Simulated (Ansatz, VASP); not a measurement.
# HfO2 in VASP and in Ansatz

```
Hf O
1.0
     4.81353    0.00000    0.00000
     0.00000    4.81353    0.00000
     0.00000    0.00000    3.20541
Hf O
2 4
Cartesian
  0.0000 0.0000 0.0000
  2.4068 2.4068 1.6027
  0.9384 3.8751 1.6027
  1.4683 1.4683 0.0000
  3.3452 3.3452 0.0000
  3.8751 0.9384 1.6027
```

Alike in both runs: task single point; functional r2SCAN; k mesh 4 × 4 × 6; no spin polarisation.

|  | VASP | Ansatz |
| --- | --- | --- |
| version | VASP 6.6.1 | Ansatz 0.2.0 |
| potentials or method | VASP PAW PBE potentials, release 64 (Hf_pv, O) | plane waves, PAW |
| plane-wave cutoff (eV) | 520 | 500 |
| occupations | gaussian, width 0.01 eV | fixed |
| valence electrons in the cell | 44 | 76 |

```tsv
	VASP	Ansatz	Ansatz less VASP
pressure (GPa)	0.3	3.6	+3.24
traceless stress, the component that is largest in VASP (GPa)	-0.03	0.53	+0.563
rms of the force components (eV/Å)	0.005	0.020	+0.0144
```

VASP's potentials were made for PBE, not for r2SCAN. Atom by atom the forces differ by 0.025 eV/Å (rms over components). VASP's potentials hold 44 valence electrons a cell and Ansatz's 76, so a difference there can come from the potentials and not from the codes.

Neither program's run includes spin-orbit coupling.
